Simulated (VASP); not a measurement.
**Si48C47 (a cell with a defect): single point with PBEsol**

The system is Si48C47 (a cell with a defect).

```
Si C
1.0
     9.22805    0.00000    0.00000
     0.00000   10.65564    0.00000
     0.00000    0.00000   10.09514
Si C
48 47
Direct
  0.99977 0.16654 0.00023
  0.00107 0.16469 0.50033
  0.33332 0.16728 0.00096
  0.33784 0.17006 0.50053
  0.16671 0.41706 0.99918
  0.17108 0.41696 0.49953
  0.99887 0.66685 0.99866
  0.00078 0.66681 0.49957
  0.66637 0.16679 0.00126
  0.66847 0.16490 0.50120
  0.49950 0.41891 0.00270
  0.51975 0.42511 0.50841
  0.32974 0.66822 0.99568
  0.33689 0.66524 0.47989
  0.16577 0.91713 0.99784
  0.16601 0.91749 0.49886
  0.83382 0.41644 0.00172
  0.83936 0.41416 0.50079
  0.66346 0.66607 0.00238
  0.66631 0.64791 0.50799
  0.49890 0.91669 0.99898
  0.49969 0.91453 0.49935
  0.83195 0.91642 0.00083
  0.83054 0.91126 0.50046
  0.16583 0.08518 0.24988
  0.16791 0.08282 0.74951
  0.99985 0.33358 0.25028
  0.00175 0.33244 0.75031
  0.49929 0.08396 0.25036
  0.50081 0.08285 0.75031
  0.33399 0.33626 0.25220
  0.33513 0.33275 0.75135
  0.16074 0.58444 0.24673
  0.16966 0.58251 0.74489
  0.99770 0.83396 0.24910
  0.00051 0.83258 0.74939
  0.83181 0.08333 0.25070
  0.83410 0.08211 0.75048
  0.66599 0.33518 0.25190
  0.66918 0.33200 0.75326
  0.48111 0.59241 0.25560
  0.50200 0.58223 0.75095
  0.32910 0.83669 0.24628
  0.33487 0.83164 0.74456
  0.82915 0.58307 0.25104
  0.83582 0.58208 0.75247
  0.66301 0.83180 0.25197
  0.66729 0.83232 0.75103
  0.99857 0.16721 0.18819
  0.00082 0.16559 0.68814
  0.33297 0.16876 0.18924
  0.33477 0.16664 0.68814
  0.16587 0.41750 0.18723
  0.16867 0.41540 0.68714
  0.99448 0.66748 0.18638
  0.00162 0.66595 0.68711
  0.66541 0.16810 0.18891
  0.66802 0.16592 0.68907
  0.49857 0.42198 0.19330
  0.50323 0.41464 0.69364
  0.32220 0.67190 0.17988
  0.33947 0.66371 0.67651
  0.16327 0.91934 0.18590
  0.16719 0.91597 0.68631
  0.83282 0.41694 0.18904
  0.83535 0.41573 0.68899
  0.65921 0.66549 0.19290
  0.67003 0.66543 0.69314
  0.49803 0.91741 0.18703
  0.50135 0.91623 0.68699
  0.82999 0.91645 0.18894
  0.83350 0.91529 0.68808
  0.16955 0.08539 0.43783
  0.16681 0.08392 0.93746
  0.00502 0.33117 0.43812
  0.00011 0.33311 0.93814
  0.50182 0.08241 0.43830
  0.49979 0.08363 0.93825
  0.34382 0.34166 0.43989
  0.33377 0.33380 0.93948
  0.16498 0.58280 0.43441
  0.16551 0.58323 0.93345
  0.99958 0.83296 0.43703
  0.99881 0.83355 0.93720
  0.83336 0.07955 0.43859
  0.83292 0.08305 0.93856
  0.67353 0.33064 0.43905
  0.66665 0.33380 0.94100
  0.49743 0.58429 0.93829
  0.33163 0.83561 0.43387
  0.33243 0.83377 0.93321
  0.83749 0.58006 0.43817
  0.83190 0.58293 0.94010
  0.66140 0.82231 0.43973
  0.66558 0.83284 0.93918
```

| Quantity | Value |
| --- | --- |
| Program | VASP 6.6.1 |
| Task | single point |
| Functional | PBEsol |
| Potentials or basis | VASP PAW PBE potentials, release 64 (Si, C) |
| Cutoff | 520 eV |
| k mesh | 1 × 1 × 1, shifted |
| Occupations | fermi-dirac, width 0.05 eV |
| Spin | no spin polarisation |
| Dipole correction | no |
| Further INCAR settings | LREAL = Auto; ALGO = Normal; EDIFF = 1e-06; NBANDS = 243; ISYM = -1 |

| Property | Result |
| --- | --- |
| Pressure | -0.2 GPa |
| Largest force | 0.034 eV/Å |
| Band gap on the k mesh | 1.17 eV |

Forces on the atoms (eV/Å):
```
Si   0.000  0.001  0.003
Si   0.002  0.000  0.001
Si   0.000  0.000  0.000
Si  -0.005  0.002 -0.002
Si  -0.004  0.002  0.002
Si  -0.004  0.007  0.003
Si   0.003 -0.004 -0.001
Si   0.005 -0.003  0.001
Si  -0.001  0.002  0.000
Si  -0.001  0.000  0.002
Si   0.000 -0.001  0.009
Si  -0.023 -0.007 -0.010
Si   0.001  0.002 -0.001
Si   0.028 -0.014 -0.013
Si   0.000 -0.001  0.003
Si   0.000 -0.002 -0.001
Si   0.004  0.003 -0.004
Si   0.002  0.000  0.003
Si   0.002  0.005  0.003
Si  -0.005  0.025 -0.011
Si  -0.001 -0.003 -0.002
Si  -0.011  0.003  0.001
Si   0.002 -0.001  0.000
Si   0.000 -0.002  0.002
Si   0.000 -0.003  0.000
Si  -0.002 -0.002  0.000
Si   0.001  0.001  0.001
Si   0.003  0.004  0.002
Si  -0.003 -0.002  0.002
Si   0.000 -0.001 -0.001
Si  -0.008 -0.006 -0.005
Si  -0.001 -0.002  0.001
Si  -0.001  0.001 -0.002
Si   0.008  0.007 -0.004
Si   0.005  0.000  0.002
Si   0.000  0.001  0.001
Si   0.001  0.000 -0.001
Si   0.002 -0.002  0.001
Si   0.004 -0.004 -0.001
Si  -0.001  0.002  0.005
Si   0.006 -0.003  0.011
Si  -0.004  0.005  0.012
Si  -0.002  0.003 -0.004
Si  -0.001 -0.010 -0.007
Si   0.004  0.002  0.002
Si   0.000  0.001 -0.002
Si   0.005  0.006 -0.009
Si  -0.002  0.000  0.001
C   -0.003  0.002  0.000
C    0.003  0.005  0.000
C   -0.006  0.004  0.007
C   -0.002 -0.005  0.002
C    0.012 -0.006  0.002
C   -0.008 -0.001  0.000
C   -0.004  0.001 -0.001
C   -0.001  0.005  0.002
C    0.003  0.003  0.010
C   -0.001  0.000 -0.004
C    0.000 -0.005  0.003
C    0.010  0.014 -0.003
C   -0.010 -0.007  0.001
C   -0.008  0.002  0.014
C   -0.009  0.003 -0.014
C   -0.002  0.005  0.005
C   -0.003  0.002  0.001
C   -0.001 -0.001  0.000
C    0.002  0.003  0.003
C   -0.010  0.001 -0.001
C   -0.002  0.005  0.003
C    0.009  0.009  0.001
C   -0.001  0.004 -0.002
C   -0.004  0.005 -0.001
C   -0.005  0.000  0.000
C    0.004  0.005  0.002
C   -0.007 -0.002 -0.001
C   -0.001 -0.005 -0.001
C    0.009 -0.006 -0.005
C   -0.001 -0.006  0.002
C    0.018  0.007 -0.003
C    0.004 -0.002 -0.002
C   -0.009 -0.012 -0.005
C   -0.002 -0.008  0.003
C   -0.001 -0.003 -0.002
C   -0.004 -0.002  0.003
C   -0.004  0.000  0.000
C   -0.002  0.001 -0.001
C    0.007  0.009 -0.008
C   -0.009 -0.005  0.003
C   -0.007 -0.001 -0.008
C    0.008  0.010  0.003
C    0.010 -0.007  0.003
C    0.007 -0.008 -0.002
C    0.003 -0.002 -0.007
C    0.006 -0.024 -0.001
C    0.005  0.003  0.006
```

Stress tensor (GPa, compression positive):
```
 0.17 -0.93  1.42
-0.93 -0.93 -0.82
 1.42 -0.82  0.18
```

Levels at points of the mesh, in eV from the valence-band top:
| k point | band 187 | band 188 | band 189 | band 190 | band 191 | band 192 | band 193 | band 194 |
| --- | --- | --- | --- | --- | --- | --- | --- | --- |
| (0.25, 0.25, 0.25) | -1.57 | -1.36 | -1.18 | 0.00 | 1.17 | 1.33 | 1.94 | 2.02 |

It took 7.2 min on 1 thread of Intel(R) Xeon(R) Platinum 8259CL CPU @ 2.50GHz (Skylake/Cascade Lake), with other jobs on the host, peak memory 0.89 GiB.

Caveat: the PAW data sets were made with another functional, which shifts forces and pressure a little.
